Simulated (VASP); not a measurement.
Set up this calculation in VASP 6.6.1, as the native input.

```
Task                   : single point
Functional             : r2SCAN
Potentials or basis    : VASP PAW PBE potentials, release 64 (Au)
Cutoff                 : 520 eV
k mesh                 : 16 × 16 × 16
Occupations            : gaussian, width 0.1 eV
Spin                   : no spin polarisation
Dipole correction      : no
Further INCAR settings : ALGO = Normal; EDIFF = 1e-07; NBANDS = 18
```

Crystal: Au.

```
Au
1.0
     3.34791    0.00000    0.00000
     0.00000    3.34791    0.00000
     0.00000    0.00000    3.14436
Au
2
Direct
  0.00000 0.00000 0.00000
  0.50000 0.50000 0.50000
```

This cell differs from its parent crystal: uniaxial strain along c: -4.0 %, then relaxed in part.

These files were run (other wordings do the same):

POSCAR

```
Au
1.0
    3.3479120110      0.0000000000      0.0000000000
    0.0000000000      3.3479120110      0.0000000000
    0.0000000000      0.0000000000      3.1443609256
Au
2
Direct
    0.0000000000      0.0000000000      0.0000000000
    0.5000000000      0.5000000000      0.5000000000
```

INCAR.step1

```
PREC = Accurate ; ENCUT = 520
ISMEAR = 0 ; SIGMA = 0.1
LREAL = False ; LASPH = True
NELM = 80 ; NBANDS = 18
GGA = PE ; ALGO = Normal
EDIFF = 1E-4 ; LWAVE = True
LCHARG = False
```

INCAR.step2

```
PREC = Accurate ; ENCUT = 520
EDIFF = 1E-7 ; ISMEAR = 0
SIGMA = 0.1 ; LREAL = False
LASPH = True ; NELM = 80
ALGO = Normal ; ISIF = 2
LWAVE = False ; LCHARG = True
METAGGA = R2SCAN ; LMIXTAU = True
LELF = True ; LVHAR = True
NBANDS = 18 ; ISTART = 1
```

KPOINTS

```
regular mesh
0
Gamma
  16 16 16
```

Potentials or basis: VASP PAW PBE potentials, release 64 (Au).

Run with:

```console
$ cat potpaw_PBE.64/Au/POTCAR > POTCAR
$ cp INCAR.step1 INCAR
$ mpirun -np 1 vasp_std > vasp.out
$ cp INCAR.step2 INCAR
$ mpirun -np 1 vasp_std > vasp.out
```

Results of the run:

| Quantity | Value |
| --- | --- |
| Pressure | 0.1 GPa |
| Band gap on the k mesh | zero (bands 11 and 12 overlap by 5.54 eV) |

Caveat: the cell differs from its parent crystal (uniaxial strain along c: -4.0 %, then relaxed in part); the PAW data sets were made with another functional, which shifts forces and pressure a little; spin-orbit coupling is left out, which moves the levels of the heavy elements.

Run time: 7.5 min on 1 thread of AMD EPYC 9R45 (Zen 5), with other jobs on the host, peak memory 0.29 GiB.
